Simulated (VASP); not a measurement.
# Ag (P6_3/mmc) in VASP: notebook

Runs on Ag. Level: PBE. Tasks: vibrations by perturbation theory.

Program: VASP 6.6.1. These are calculated values, not measurements. Logs are shortened: lines on timing, memory, paths and dates and some standing lists are left out, and cuts for length are marked.

## 1. The cell of the first run

It takes space group P6_3/mmc (No. 194, hexagonal). The conventional cell has a = 2.732 Å, b = 2.732 Å, c = 4.478 Å, α = 90.00°, β = 90.00°, γ = 120.00°. Ag (site symmetry -6m2) has 12 Ag at 2.73 to 2.74 Å within 3.6 Å.

This isn't the form of Ag at room conditions, which is fcc.

## 2. Vibrations by perturbation theory, PBE

INCAR

```
PREC = Accurate ; ENCUT = 520
EDIFF = 1E-8 ; ISMEAR = -1
SIGMA = 0.15 ; LREAL = False
LASPH = True ; NELM = 100
ALGO = Normal ; ISIF = 2
LWAVE = False ; LCHARG = False
GGA = PE ; IBRION = 8
NSW = 1
```

KPOINTS

```
Automatic mesh
0
Gamma
  18 18 10
```

POSCAR

```
Ag
1.0
    2.7323971244      0.0000000000      0.0000000000
   -1.3661985622      2.3663253230      0.0000000000
    0.0000000000      0.0000000000      4.4782440957
Ag
2
Direct
    0.3333333333      0.6666666667      0.2500000000
    0.6666666667      0.3333333333      0.7500000000
```

Potentials or basis: VASP PAW PBE potentials, release 64 (Ag).

Launch:

```console
$ cat potpaw_PBE.64/Ag/POTCAR > POTCAR
$ mpirun -np 1 vasp_std > vasp.out
```

OUTCAR:

```text
PREC = Accurate
   ENCUT = 520
   EDIFF = 1E-8
   ISMEAR = -1
   LREAL = False
   LASPH = True
   NELM = 100
   ISIF = 2
   GGA = PE
   IBRION = 8
   NSW = 1

 ion  position               nearest neighbor table
   1  0.333  0.667  0.250-   2 2.74   2 2.74   2 2.74   2 2.74   2 2.74   2 2.74
   2  0.667  0.333  0.750-   1 2.74   1 2.74   1 2.74   1 2.74   1 2.74   1 2.74

  LATTYP: Found a hexagonal cell.
 ALAT       =     2.7323971244
 C/A-ratio  =     1.6389433497

  Lattice vectors:

 A1 = (   2.7323971244,   0.0000000000,   0.0000000000)
 A2 = (  -1.3661985622,   2.3663253230,   0.0000000000)
 A3 = (   0.0000000000,   0.0000000000,   4.4782440957)

Analysis of symmetry for initial positions (statically):
=====================================================================
 Subroutine PRICEL returns:
 Original cell was already a primitive cell.

 Routine SETGRP: Setting up the symmetry group for a
 hexagonal supercell.

 Subroutine GETGRP returns: Found 24 space group operations
 (whereof 12 operations were pure point group operations)
 out of a pool of 24 trial point group operations.

The static configuration has the point symmetry D_3d.
 The point group associated with its full space group is D_6h.

Analysis of symmetry for dynamics (positions and initial velocities):
=====================================================================
 Subroutine PRICEL returns:
 Original cell was already a primitive cell.

 Routine SETGRP: Setting up the symmetry group for a
 hexagonal supercell.

 Subroutine GETGRP returns: Found 24 space group operations
 (whereof 12 operations were pure point group operations)
 out of a pool of 24 trial point group operations.

The dynamic configuration has the point symmetry D_3d.
 The point group associated with its full space group is D_6h.

 Subroutine INISYM returns: Found 24 space group operations
 (whereof 12 operations are pure point group operations),
 and found     1 'primitive' translations

----------------------------------------------------------------------------------------

                                     Primitive cell

  volume of cell :      28.9552

  direct lattice vectors                    reciprocal lattice vectors
     2.732397124  0.000000000  0.000000000     0.365979012  0.211298081  0.000000000
    -1.366198562  2.366325323  0.000000000     0.000000000  0.422596162  0.000000000
     0.000000000  0.000000000  4.478244096     0.000000000  0.000000000  0.223301807

  length of vectors
     2.732397124  2.732397124  4.478244096     0.422596162  0.422596162  0.223301807

  position of ions in fractional coordinates (direct lattice)
     0.333333333  0.666666667  0.250000000
     0.666666667  0.333333333  0.750000000

  ion indices of the primitive-cell ions
   primitive index   ion index
                 1           1
                 2           2

----------------------------------------------------------------------------------------

 KPOINTS: Automatic mesh

Automatic generation of k-mesh.
 Grid dimensions read from file:
 generate k-points for:   18   18   10

 Generating k-lattice:

  Cartesian coordinates                     Fractional coordinates (reciprocal lattice)
     0.020332167  0.011738782  0.000000000     0.055555556  0.000000000  0.000000000
     0.000000000  0.023477565  0.000000000     0.000000000  0.055555556  0.000000000
     0.000000000  0.000000000  0.022330181     0.000000000  0.000000000  0.100000000

  Length of vectors
     0.023477565  0.023477565  0.022330181

  Shift w.r.t. Gamma in fractional coordinates (k-lattice)
     0.000000000  0.000000000  0.000000000

 Subroutine IBZKPT returns following result:
[... 98 lines left out ...]
 E-fermi :  10.9662     XC(G=0): -13.2153

 val. band max:       10.9372476444   @ k =   0.2778  -0.0000   0.3000
 cond. band min:      10.9737579313   @ k =   0.3333   0.0556   0.4000
 fundamental gap:      0.0365102870
 Fermi energy:        10.9661924171

 k-point     1 :       0.0000    0.0000    0.0000
  band No.  band energies     occupation
      1       1.8713      2.00000
      2       3.3648      2.00000
      3       5.4118      2.00000
      4       5.5466      2.00000
      5       5.5466      2.00000
      6       5.8669      2.00000
      7       5.8669      2.00000
      8       6.3528      2.00000
      9       6.3528      2.00000
     10       7.6798      2.00000
     11       7.6798      2.00000
     12      10.0249      1.99624
     13      15.4812      0.00000
     14      26.9562      0.00000
[... 401 lines left out ...]
      2       3.9252      2.00000
      3       4.0953      2.00000
      4       5.3889      2.00000
      5       5.8156      2.00000
      6       6.0879      2.00000
      7       6.1235      2.00000
      8       7.6637      2.00000
      9       7.8472      2.00000
     10       7.8838      2.00000
     11      10.6555      1.77622
     12      14.2955      0.00000
     13      18.5142      0.00000
     14      18.7621      0.00000
     15      20.8973      0.00000

 [... further k-points ...]

------------------------ aborting loop because EDIFF is reached ----------------------------------------

  FORCE on cell =-STRESS in cart. coord.  units (eV):
  Direction    XX          YY          ZZ          XY          YZ          ZX
  --------------------------------------------------------------------------------------
  -------------------------------------------------------------------------------------
  Total        6.2417371      6.2417371      6.2398713      0.0000000      0.0000000      0.0000000
  in kB      345.3743060    345.3743060    345.2710605      0.0000000      0.0000000      0.0000000
  external PRESSURE =     345.3398908 kB  Pullay stress =       0.0000000 kB

 VOLUME and BASIS-vectors are now :
 -----------------------------------------------------------------------------
  energy-cutoff  :      520.00
  volume of cell :       28.96
      direct lattice vectors                 reciprocal lattice vectors
     2.732397124  0.000000000  0.000000000     0.365979012  0.211298081  0.000000000
    -1.366198562  2.366325323  0.000000000     0.000000000  0.422596162  0.000000000
     0.000000000  0.000000000  4.478244096     0.000000000  0.000000000  0.223301807

 POSITION                                       TOTAL-FORCE (eV/Angst)
 -----------------------------------------------------------------------------------
     -0.00000      1.57755      1.11956        -0.000000      0.000000      0.000000
      1.36620      0.78878      3.35868         0.000000     -0.000000      0.000000
 -----------------------------------------------------------------------------------
    total drift:                                0.000000     -0.000000      0.000000

  FREE ENERGIE OF THE ION-ELECTRON SYSTEM (eV)
  ---------------------------------------------------
  free  energy   TOTEN  =        -4.8657579950 eV

  energy  without entropy=       -4.8248285141  energy(sigma->0) =       -4.84529325

[... ionic steps 2 to 3 ...]

--------------------------------------- Ionic step        4  -------------------------------------------

------------------------ aborting loop because EDIFF is reached ----------------------------------------

[... ionic steps 5 to 5 ...]

--------------------------------------- Ionic step        6  -------------------------------------------

 Free energy of the ion-electron system (eV)
  ---------------------------------------------------
  ---------------------------------------------------
  free energy    TOTEN  =        -0.31551032 eV

  energy without entropy =       -0.31551032

------------------------ aborting loop because EDIFF is reached ----------------------------------------

 INTERNAL STRAIN TENSOR  FOR ION    1  DIRECTION 3   (eV/Angst):
 -----------------------------------------------------------------------------
     0.00624  0.00000  0.00000
    -0.00000  0.00624  0.00000
     0.00000  0.00000 -0.00445

 INTERNAL STRAIN TENSOR FOR ION    2 for displacements in x,y,z  (eV/Angst):
          X           Y           Z          XY          YZ          ZX
  --------------------------------------------------------------------------------
  x    -0.00000    -0.00000     0.00000     2.64515     0.00000     0.00000
  y     2.64515    -2.64515    -0.00000    -0.00000     0.00000     0.00000
  z    -0.00000    -0.00000     0.00000     0.00000     0.00000     0.00000

 SECOND DERIVATIVES (NOT SYMMETRIZED)
 ------------------------------------
               1X          1Y          1Z          2X          2Y          2Z
  1X    -1.861728    0.000000    0.000000    1.861728    0.000000    0.000000
  1Y     0.000000   -1.861728    0.000000   -0.000000    1.861728    0.000000
  1Z     0.000000    0.000000  -13.200115    0.000000    0.000000   13.200115
  2X     1.861728    0.000000    0.000000   -1.861728    0.000000    0.000000
  2Y    -0.000000    1.861728    0.000000    0.000000   -1.861728    0.000000
  2Z     0.000000    0.000000   13.200115    0.000000    0.000000  -13.200115

 Eigenvectors and eigenvalues of the dynamical matrix
 ----------------------------------------------------

   1 f  =    7.734073 THz    48.594614 2PiTHz  257.980907 cm-1    31.985542 meV
             X         Y         Z           dx          dy          dz
     -0.000000  1.577550  1.119561     0.000000    0.000000    0.707107
      1.366199  0.788775  3.358683    -0.000000   -0.000000   -0.707107
[... 11 lines left out ...]
   4 f  =    0.000000 THz     0.000001 2PiTHz    0.000003 cm-1     0.000000 meV
             X         Y         Z           dx          dy          dz
     -0.000000  1.577550  1.119561     0.037422   -0.368389    0.602403
      1.366199  0.788775  3.358683     0.037422   -0.368389    0.602403

   5 f/i=    0.000000 THz     0.000000 2PiTHz    0.000001 cm-1     0.000000 meV
             X         Y         Z           dx          dy          dz
     -0.000000  1.577550  1.119561     0.689526   -0.110929   -0.110672
      1.366199  0.788775  3.358683     0.689526   -0.110929   -0.110672

   6 f/i=    0.000000 THz     0.000000 2PiTHz    0.000002 cm-1     0.000000 meV
             X         Y         Z           dx          dy          dz
     -0.000000  1.577550  1.119561    -0.152161   -0.593283   -0.353359
      1.366199  0.788775  3.358683    -0.152161   -0.593283   -0.353359

--------------------------------------------------------------------------------------------------------

 ELASTIC MODULI CONTR FROM IONIC RELAXATION (kBar)
 Direction    XX          YY          ZZ          XY          YZ          ZX
 --------------------------------------------------------------------------------
 XX        -207.9540    207.9540      0.0000      0.0000      0.0000      0.0000
 YY         207.9540   -207.9540     -0.0000     -0.0000      0.0000      0.0000
 ZZ           0.0000     -0.0000     -0.0000     -0.0000     -0.0000      0.0000
 XY           0.0000     -0.0000     -0.0000   -207.9540     -0.0000      0.0000
 YZ           0.0000      0.0000     -0.0000     -0.0000     -0.0000      0.0000
 ZX           0.0000      0.0000      0.0000      0.0000      0.0000      0.0000
 --------------------------------------------------------------------------------
```

It took 4.5 min on 1 thread of AMD EPYC 9R45 (Zen 5), shared host; peak memory 0.81 GiB.

Results:

```yaml
Highest_phonon_frequency_at_Γ: 258 cm⁻¹
```

Phonon frequencies in cm⁻¹ (negative: imaginary):
```
              q point      frequencies
(0.000, 0.000, 0.000)  0 0 0 97 97 258
```

Caveat: the cell stands under pressure or tension, which shifts response properties.

## 3. Vibrations by perturbation theory, PBE

This run uses another cell than the first one, of 15.63 Å³/atom.

INCAR

```
SYSTEM = Ag
PREC = Accurate ; ENCUT = 520
EDIFF = 1E-8 ; ISMEAR = -1
SIGMA = 0.15 ; LREAL = .False.
LASPH = .True. ; NELM = 100
ALGO = Normal ; ISIF = 2
LWAVE = .False. ; LCHARG = .False.
GGA = PE ; IBRION = 8
NSW = 1
```

KPOINTS

```
regular mesh
0
Gamma
  18 18 10
  0 0 0
```

POSCAR

```
Ag
1.0
    2.8025743057      0.0000000000      0.0000000000
   -1.4012871529      2.4271005448      0.0000000000
    0.0000000000      0.0000000000      4.5947465447
Ag
2
Direct
    0.3333333333      0.6666666667      0.2500000000
    0.6666666667      0.3333333333      0.7500000000
```

Potentials or basis: VASP PAW PBE potentials, release 64 (Ag).

Launch:

```console
$ cat potpaw_PBE.64/Ag/POTCAR > POTCAR
$ mpirun -np 1 vasp_std > vasp.out
```

OUTCAR:

```text
SYSTEM = Ag
   PREC = Accurate
   ENCUT = 520
   EDIFF = 1E-8
   ISMEAR = -1
   LREAL = .False.
   LASPH = .True.
   NELM = 100
   ISIF = 2
   GGA = PE
   IBRION = 8
   NSW = 1

 ion  position               nearest neighbor table
   1  0.333  0.667  0.250-   2 2.81   2 2.81   2 2.81   2 2.81   2 2.81   2 2.81
   2  0.667  0.333  0.750-   1 2.81   1 2.81   1 2.81   1 2.81   1 2.81   1 2.81

  LATTYP: Found a hexagonal cell.
 ALAT       =     2.8025743057
 C/A-ratio  =     1.6394735852

  Lattice vectors:

 A1 = (   2.8025743057,   0.0000000000,   0.0000000000)
 A2 = (  -1.4012871529,   2.4271005448,   0.0000000000)
 A3 = (   0.0000000000,   0.0000000000,   4.5947465447)

Analysis of symmetry for initial positions (statically):
=====================================================================
 Subroutine PRICEL returns:
 Original cell was already a primitive cell.
[... 668 lines left out ...]
     0.00475 -0.00000  0.00000
    -0.00000  0.00475  0.00000
     0.00000  0.00000 -0.00258

 INTERNAL STRAIN TENSOR FOR ION    2 for displacements in x,y,z  (eV/Angst):
          X           Y           Z          XY          YZ          ZX
  --------------------------------------------------------------------------------
  x    -0.00000     0.00000     0.00000     1.91227     0.00000     0.00000
  y     1.91227    -1.91227    -0.00000     0.00000     0.00000     0.00000
  z    -0.00000    -0.00000     0.00000     0.00000    -0.00000     0.00000

 SECOND DERIVATIVES (NOT SYMMETRIZED)
 ------------------------------------
               1X          1Y          1Z          2X          2Y          2Z
  1X    -1.412569    0.000000    0.000000    1.412569   -0.000000    0.000000
  1Y     0.000000   -1.412569    0.000000   -0.000000    1.412569    0.000000
  1Z     0.000000    0.000000   -9.440089    0.000000   -0.000000    9.440089
  2X     1.412569   -0.000000    0.000000   -1.412569    0.000000    0.000000
  2Y    -0.000000    1.412569    0.000000    0.000000   -1.412569    0.000000
  2Z     0.000000   -0.000000    9.440089    0.000000    0.000000   -9.440089

 Eigenvectors and eigenvalues of the dynamical matrix
 ----------------------------------------------------

   1 f  =    6.540447 THz    41.094842 2PiTHz  218.165838 cm-1    27.049104 meV
             X         Y         Z           dx          dy          dz
     -0.000000  1.618067  1.148687     0.000000    0.000000   -0.707107
      1.401287  0.809034  3.446060     0.000000    0.000000    0.707107
[... 16 lines left out ...]
   5 f  =    0.000000 THz     0.000000 2PiTHz    0.000000 cm-1     0.000000 meV
             X         Y         Z           dx          dy          dz
     -0.000000  1.618067  1.148687     0.000000   -0.000000    0.707107
      1.401287  0.809034  3.446060     0.000000    0.000000    0.707107

   6 f/i=    0.000000 THz     0.000000 2PiTHz    0.000001 cm-1     0.000000 meV
             X         Y         Z           dx          dy          dz
     -0.000000  1.618067  1.148687     0.681822   -0.187401    0.000000
      1.401287  0.809034  3.446060     0.681822   -0.187401    0.000000

--------------------------------------------------------------------------------------------------------

 ELASTIC MODULI CONTR FROM IONIC RELAXATION (kBar)
 Direction    XX          YY          ZZ          XY          YZ          ZX
 --------------------------------------------------------------------------------
 XX        -132.7072    132.7072      0.0000      0.0000     -0.0000      0.0000
 YY         132.7072   -132.7072     -0.0000      0.0000      0.0000     -0.0000
 ZZ           0.0000     -0.0000     -0.0000     -0.0000      0.0000     -0.0000
 XY           0.0000      0.0000     -0.0000   -132.7072      0.0000     -0.0000
 YZ          -0.0000      0.0000      0.0000      0.0000     -0.0000      0.0000
 ZX           0.0000     -0.0000     -0.0000     -0.0000      0.0000     -0.0000
 --------------------------------------------------------------------------------
```

stdout:

```text
POSCAR found type information on POSCAR Ag
 POSCAR found :  1 types and       2 ions
 scaLAPACK will be used
 LDA part: xc-table for (Slater+PW92), standard interpolation
 POSCAR, INCAR and KPOINTS ok, starting setup
 FFT: planning ... GRIDC
 FFT: planning ... GRID_SOFT
 FFT: planning ... GRID
 WAVECAR not read
 entering main loop
 Linear response reoptimize wavefunctions to high precision
 Linear response DOF=           2
 Linear response progress:
 first order change of Fermi-energy  -0.51567E-05
 force on displaced ion       1 direction 1 :  -1.413   0.000   0.000
 Linear response progress:
 first order change of Fermi-energy   0.94071E-04
 force on displaced ion       1 direction 3 :  -0.000  -0.000  -9.440
 Linear response finished
```

Run time: 6.8 min. Hardware: 1 thread of AMD EPYC 9R45 (Zen 5), shared host; peak memory 0.88 GiB.

What came out:

```
Highest phonon frequency at Γ : 218 cm⁻¹
```

Phonon frequencies in cm⁻¹ (negative: imaginary):
```csv
q point,frequencies
"(0.000, 0.000, 0.000)",0 0 0 84 84 218
```

Caveat: the cell stands under pressure or tension, which shifts response properties.
